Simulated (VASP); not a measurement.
# Zr12H (a cell with a defect) in VASP: single point with PBE

Aim: the single point of Zr12H (a cell with a defect) with PBE.

Everything below comes from runs of VASP 6.6.1. Logs are shortened: lines on timing, memory, paths and dates and some standing lists are left out, and cuts for length are marked.

## (1) The cell of the first run

The cell holds a defect, 13 atoms: a = 6.460 Å, b = 9.690 Å, c = 5.145 Å, α = 90.00°, β = 90.00°, γ = 120.00°.

## (2) Single point, PBE

Contents of INCAR:

```
PREC = Accurate ; ENCUT = 520
EDIFF = 1E-6 ; ISMEAR = 0
SIGMA = 0.1 ; LREAL = False
LASPH = True ; NELM = 100
ALGO = Normal ; ISIF = 2
LWAVE = False ; LCHARG = True
GGA = PE ; LELF = True
LVHAR = True ; NBANDS = 84
```

Contents of KPOINTS:

```
regular mesh
0
Gamma
  3 2 3
```

Contents of POSCAR:

```
Zr12H
1.0
    6.4600000000      0.0000000000      0.0000000000
   -4.8450000000      8.3917860000      0.0000000000
    0.0000000000      0.0000000000      5.1453900000
Zr H
12 1
Direct
    0.0104040255     -0.0030241477      0.0008046037
    0.1716025813      0.2263658773      0.5002909400
    0.0060059785      0.3444711293      0.0005089993
    0.1664210264      0.5561376327      0.5006804149
    0.0008666501      0.6680779276      0.0007911937
    0.1647048635      0.8842277437      0.5009486161
    0.4884346229     -0.0032264884      0.0009661075
    0.6623631429      0.2249273277      0.5005708022
    0.5036255674      0.3383789815      0.0003673191
    0.6681374028      0.5559293338      0.5005556430
    0.5006536509      0.6646948576      0.0006570930
    0.6590730360      0.8801966590      0.5007931372
    0.8298936084      0.1082659877      0.5003815066
```

Potentials or basis: VASP PAW PBE potentials, release 64 (Zr_sv, H).

Command:

```bash
cat potpaw_PBE.64/Zr_sv/POTCAR potpaw_PBE.64/H/POTCAR > POTCAR
mpirun -np 1 vasp_std > vasp.out
```

OUTCAR:

```text
PREC = Accurate
   ENCUT = 520
   EDIFF = 1E-6
   ISMEAR = 0
   LREAL = False
   LASPH = True
   NELM = 100
   ISIF = 2
   GGA = PE

 ion  position               nearest neighbor table
   1  0.010  0.997  0.001-   7 3.09   6 3.15   6 3.15   5 3.16   2 3.21   2 3.22  12 3.24  12 3.24
                             9 3.25  11 3.26   7 3.37   3 3.38
   2  0.172  0.226  0.500-  13 1.91   9 3.17   9 3.17   8 3.18  10 3.20   3 3.21   3 3.21   1 3.21
                             4 3.21   1 3.22   8 3.28   6 3.29  12 3.33
   3  0.006  0.344  0.001-   4 3.13   4 3.13  11 3.15   5 3.15   2 3.21   2 3.21   8 3.21   8 3.21
                             9 3.22   9 3.24   7 3.36   1 3.38
   4  0.166  0.556  0.501-   3 3.13   3 3.13  12 3.16   5 3.18   5 3.18  11 3.18  11 3.18   6 3.18
                             2 3.21  10 3.22   8 3.23  10 3.24
   5  0.001  0.668  0.001-   6 3.15   6 3.15   3 3.15   1 3.16   7 3.17  10 3.17  10 3.18   4 3.18
                             4 3.18   9 3.20  11 3.22  11 3.25
   6  0.165  0.884  0.501-   1 3.15   1 3.15   7 3.15   7 3.15   5 3.15   5 3.15   4 3.18  10 3.19
                            12 3.21  12 3.25   8 3.26   2 3.29
   7  0.488  0.997  0.001-   1 3.09   6 3.15   6 3.15   5 3.17   8 3.21   8 3.21  12 3.22  12 3.22
                            11 3.26   9 3.26   3 3.36   1 3.37
   8  0.662  0.225  0.501-  13 1.92   9 3.16   9 3.16   2 3.18  10 3.19   7 3.21   7 3.21   3 3.21
                             3 3.21   4 3.23   6 3.26   2 3.28  12 3.33
   9  0.504  0.338  0.000-  10 3.15  10 3.16   8 3.16   8 3.16  11 3.17   2 3.17   2 3.17   5 3.20
                             3 3.22   3 3.24   1 3.25   7 3.26
  10  0.668  0.556  0.501-   9 3.15   9 3.16  11 3.17  11 3.17  12 3.17   5 3.17   5 3.18   8 3.19
                             6 3.19   2 3.20   4 3.22   4 3.24
  11  0.501  0.665  0.001-  12 3.14  12 3.15   3 3.15  10 3.17  10 3.17   9 3.17   4 3.18   4 3.18
                             5 3.22   5 3.25   1 3.26   7 3.26
  12  0.659  0.880  0.501-  13 1.91  11 3.14  11 3.15   4 3.16  10 3.17   6 3.21   7 3.22   7 3.22
                             1 3.24   1 3.24   6 3.25   8 3.33   2 3.33
  13  0.830  0.108  0.500-   2 1.91  12 1.91   8 1.92

  LATTYP: Found a simple monoclinic cell.
 ALAT       =     6.4600000000
 B/A-ratio  =     0.7965000000
 C/A-ratio  =     1.3228756308
 COS(beta)  =    -0.1889822400

  Lattice vectors:

 A1 = (   6.4600000000,   0.0000000000,   0.0000000000)
 A2 = (   0.0000000000,   0.0000000000,   5.1453900000)
 A3 = (  -1.6150000000,  -8.3917860000,   0.0000000000)

Analysis of symmetry for initial positions (statically):
=====================================================================
 Subroutine PRICEL returns:
 Original cell was already a primitive cell.

 Routine SETGRP: Setting up the symmetry group for a
 simple monoclinic supercell.

 Subroutine GETGRP returns: Found  1 space group operations
 (whereof  1 operations were pure point group operations)
 out of a pool of  4 trial point group operations.

The static configuration has the point symmetry C_1 .

Analysis of symmetry for dynamics (positions and initial velocities):
=====================================================================
 Subroutine PRICEL returns:
 Original cell was already a primitive cell.

 Routine SETGRP: Setting up the symmetry group for a
 simple monoclinic supercell.

 Subroutine GETGRP returns: Found  1 space group operations
 (whereof  1 operations were pure point group operations)
 out of a pool of  4 trial point group operations.

The dynamic configuration has the point symmetry C_1 .

 Subroutine INISYM returns: Found  1 space group operations
 (whereof  1 operations are pure point group operations),
 and found     1 'primitive' translations

----------------------------------------------------------------------------------------

                                     Primitive cell

  volume of cell :     278.9364

  direct lattice vectors                    reciprocal lattice vectors
     6.460000000  0.000000000  0.000000000     0.154798762  0.089373108  0.000000000
    -4.845000000  8.391786000  0.000000000     0.000000000  0.119164145  0.000000000
     0.000000000  0.000000000  5.145390000     0.000000000  0.000000000  0.194348728

[... 69 lines left out ...]
|                                                                             |
|     Results are often still useful ...                                      |
|                                                                             |
 -----------------------------------------------------------------------------

 Subroutine IBZKPT returns following result:
 ===========================================

 Found     10 irreducible k-points:

 Following reciprocal coordinates:
            Coordinates               Weight
  0.000000  0.000000  0.000000      1.000000
  0.333333  0.000000  0.000000      2.000000
  0.000000  0.500000  0.000000      1.000000
  0.333333  0.500000  0.000000      2.000000
  0.000000  0.000000  0.333333      2.000000
  0.333333  0.000000  0.333333      2.000000
 -0.333333  0.000000  0.333333      2.000000
  0.000000  0.500000  0.333333      2.000000
  0.333333  0.500000  0.333333      2.000000
 -0.333333  0.500000  0.333333      2.000000
   k-points           NKPTS =     10   k-points in BZ     NKDIM =     10   number of bands    NBANDS=     84
   number of dos      NEDOS =    301   number of ions     NIONS =     13
   total plane-waves  NPLWV = 138240
   dimension x,y,z NGX =    48 NGY =   72 NGZ =   40
   dimension x,y,z NGXF=    96 NGYF=  144 NGZF=   80
   ions per type =              12   1
   NGX,Y,Z   is equivalent  to a cutoff of  12.35, 12.35, 12.92 a.u.
   NGXF,Y,Z  is equivalent  to a cutoff of  24.71, 24.71, 25.85 a.u.
 SYSTEM =  unknown system
   PREC   = accura    normal or accurate (medium, high low for compatibility)
   ISTART =      0    job   : 0-new  1-cont  2-samecut
   ICHARG =      2    charge: 1-file 2-atom 10-const
   ISPIN  =      1    spin polarized calculation?
   LNONCOLLINEAR =      F non collinear calculations
   LSORBIT =      F    spin-orbit coupling
   LASPH  =      T    aspherical Exc in radial PAW
   ENCUT  =  520.0 eV  38.22 Ry    6.18 a.u.  12.01 18.02  9.57*2*pi/ulx,y,z
   NELM   =    100;   NELMIN=  2; NELMDL= -5     # of ELM steps
   EDIFF  = 0.1E-05   stopping-criterion for ELM
   LREAL  =      F    real-space projection
   EDIFFG = 0.1E-04   stopping-criterion for IOM
   NSW    =      0    number of steps for IOM
   IBRION =     -1    ionic relax: 0-MD 1-quasi-New 2-CG
   NFREE  =      0    steps in history (QN), initial steepest desc. (CG)
   ISIF   =      2    stress and relaxation
   ISYM   =      2    0-nonsym 1-usesym 2-fastsym
   POTIM  = 0.5000    time-step for ionic-motion
   TEBEG  =    0.0;   TEEND  =   0.0 temperature during run
   PSTRESS=    0.0 pullay stress
   NELECT =     145.0000    total number of electrons
   NUPDOWN=      -1.0000    fix difference up-down
   EMIN   =  10.00;   EMAX   =-10.00  energy-range for DOS
   EFERMI =   0.00;   METHOD = LEGACY
   ISMEAR =     0;   SIGMA  =   0.10  broadening in eV -4-tet -1-fermi 0-gaus
   EFERMI_NEDOS =   21; number of points for ismear=-14 and -15
   IALGO  =     38    algorithm
   IMIX   =      4    mixing-type and parameters
     AMIX     =   0.40;   BMIX     =  1.00
     AMIX_MAG =   1.60;   BMIX_MAG =  1.00
  volume/ion in A,a.u.               =      21.46       144.80
  Fermi-wavevector in a.u.,A,eV,Ry     =   1.316323  2.487490 23.574895  1.732706
  Thomas-Fermi vector in A             =   2.446443
   LORBIT       =      0    0 simple, 1 ext, 2 COOP (PROOUT), +10 PAW based schemes
   GGA     = PE    functional components
   LHFCALC =     F    Hartree Fock is set to
   AEXX    =    0.0000 exact exchange contribution
   IVDW    =     0    specifies the selected vdW correction
   LEPSILON=     F    determine dielectric tensor
   LRPA    =     F    only Hartree local field effects (RPA)
 non-spin polarized calculation
 Gauss-broadening in eV      SIGMA  =   0.10
  energy-cutoff  :      520.00
  volume of cell :      278.94
 maximum number of plane-waves:      7545
   NGX = 25   NGY = 37   NGZ = 19

 number of electron     145.0000000 magnetization

 Free energy of the ion-electron system (eV)
  ---------------------------------------------------
  ext. energy  EPLUGINS =         0.00000000
  ---------------------------------------------------
  free energy    TOTEN  =      -105.30914117 eV

  energy without entropy =     -105.20077350  energy(sigma->0) =     -105.25495734

 E-fermi :   9.0367     XC(G=0): -11.1254

 val. band max:        9.0364409933   @ k =   0.0000   0.0000   0.3333
 cond. band min:       9.0588914193   @ k =  -0.3333   0.0000   0.3333
 fundamental gap:      0.0224504260
 Fermi energy:         9.0366869703

 k-point     1 :       0.0000    0.0000    0.0000
  band No.  band energies     occupation
      1     -39.7867      2.00000
      2     -39.7113      2.00000
      3     -39.6921      2.00000
      4     -39.6575      2.00000
      5     -39.6216      2.00000
      6     -39.6137      2.00000
[... 859 lines left out ...]
     83       9.6914      0.00000
     84      10.0283      0.00000

------------------------ aborting loop because EDIFF is reached ----------------------------------------

  FORCE on cell =-STRESS in cart. coord.  units (eV):
  Direction    XX          YY          ZZ          XY          YZ          ZX
  --------------------------------------------------------------------------------------
  -------------------------------------------------------------------------------------
  Total        4.3696671      5.4911125      4.9892119     -0.1149644     -0.0074691     -0.0038477
  in kB       25.0988438     31.5402918     28.6574352     -0.6603420     -0.0429018     -0.0221009
  external PRESSURE =      28.4321903 kB  Pullay stress =       0.0000000 kB

 VOLUME and BASIS-vectors are now :
 -----------------------------------------------------------------------------
  energy-cutoff  :      520.00
  volume of cell :      278.94
      direct lattice vectors                 reciprocal lattice vectors
     6.460000000  0.000000000  0.000000000     0.154798762  0.089373108  0.000000000
    -4.845000000  8.391786000  0.000000000     0.000000000  0.119164145  0.000000000
     0.000000000  0.000000000  5.145390000     0.000000000  0.000000000  0.194348728

 POSITION                                       TOTAL-FORCE (eV/Angst)
 -----------------------------------------------------------------------------------
     -4.76314      8.36641      0.00414        -0.008349      0.000732     -0.000121
      0.01181      1.89961      2.57419         0.013090      0.007325      0.002243
     -1.63016      2.89073      0.00262         0.006865     -0.004287      0.000433
     -1.61941      4.66699      2.57620         0.009967      0.002119     -0.000032
     -3.23124      5.60637      0.00407        -0.014053     -0.004015     -0.000975
     -3.22009      7.42025      2.57758         0.003497     -0.001114     -0.001589
     -1.67408      8.36471      0.00497        -0.011883     -0.013150     -0.001784
      3.18909      1.88754      2.57563         0.000786      0.002221     -0.000594
      1.61398      2.83960      0.00189         0.000123      0.001884      0.001266
      1.62269      4.66524      2.57555         0.004168      0.005038      0.000587
      0.01378      5.57798      0.00338        -0.008024     -0.003675      0.000534
     -0.00694      7.38642      2.57678         0.011450      0.003257      0.000096
      4.83656      0.90854      2.57466        -0.007638      0.003667     -0.000066
 -----------------------------------------------------------------------------------
    total drift:                                0.000149     -0.000356      0.000011

  FREE ENERGIE OF THE ION-ELECTRON SYSTEM (eV)
  ---------------------------------------------------
  free  energy   TOTEN  =      -105.3091411716 eV

  energy  without entropy=     -105.2007734996  energy(sigma->0) =     -105.25495734
```

Run time: 8.1 min. Hardware: 1 thread of AMD EPYC 7R13 (Zen 3), shared host; peak memory 0.4 GiB.

Results:

* Free energy: -105.3091 eV
* Pressure: 2.8 GPa
* Largest force: 0.018 eV/Å
* Band gap on the k mesh: zero (an odd number of electrons rules out a gap without spin polarisation)

Forces on the atoms (eV/Å):
```
Zr  -0.008  0.001  0.000
Zr   0.013  0.007  0.002
Zr   0.007 -0.004  0.000
Zr   0.010  0.002  0.000
Zr  -0.014 -0.004 -0.001
Zr   0.003 -0.001 -0.002
Zr  -0.012 -0.013 -0.002
Zr   0.001  0.002 -0.001
Zr   0.000  0.002  0.001
Zr   0.004  0.005  0.001
Zr  -0.008 -0.004  0.001
Zr   0.011  0.003  0.000
H   -0.008  0.004  0.000
```

Levels at points of the mesh, in eV from the Fermi level:
```tsv
k point	band 69	band 70	band 71	band 72	band 73	band 74	band 75	band 76
(0.00, 0.00, 0.00)	-0.42	-0.30	0.13	0.27	0.36	0.56	0.75	0.77
(0.00, 0.50, 0.00)	-0.22	-0.06	-0.04	-0.02	0.12	0.38	0.53	0.57
```

Caveat: the k points lie up to 0.41 Å⁻¹ apart, too coarse for converged energies and pressures of a metal.
